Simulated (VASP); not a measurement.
The system is ZnS.

```
Zn S
1.0
     3.58959    0.00000    0.00000
    -1.79480    3.10868    0.00000
     0.00000    0.00000    5.88000
Zn S
2 2
Direct
  0.00000 0.00000 0.00000
  0.00000 0.00000 0.50000
  0.33333 0.66667 0.25000
  0.66667 0.33333 0.75000
```

Base run:

```yaml
Program: VASP 6.6.1
Functional: PBE
Potentials_or_basis: VASP PAW PBE potentials, release 64 (Zn, S)
Cutoff: 520 eV
k_mesh: 12 × 12 × 4
Occupations: gaussian, width 0.01 eV
Spin: no spin polarisation
```

Its results: band gap on the k mesh 0.37 eV, indirect (least direct gap 1.68 eV); pressure 2.5 GPa.

Problem. The run is repeated on the same cell with these changes: functional from PBE to r2SCAN; further incar settings from ALGO = Normal; EDIFF = 1e-06; NBANDS = 26 to ALGO = Normal; EDIFF = 1e-07; NBANDS = 26. What comes out?

Solution. Band gap on the k mesh 0.82 eV, indirect (least direct gap 2.38 eV); pressure 0.2 GPa.

Caveats: the PAW data sets were made with another functional, which shifts forces and pressure a little (some runs).

A k mesh can miss the band edges.
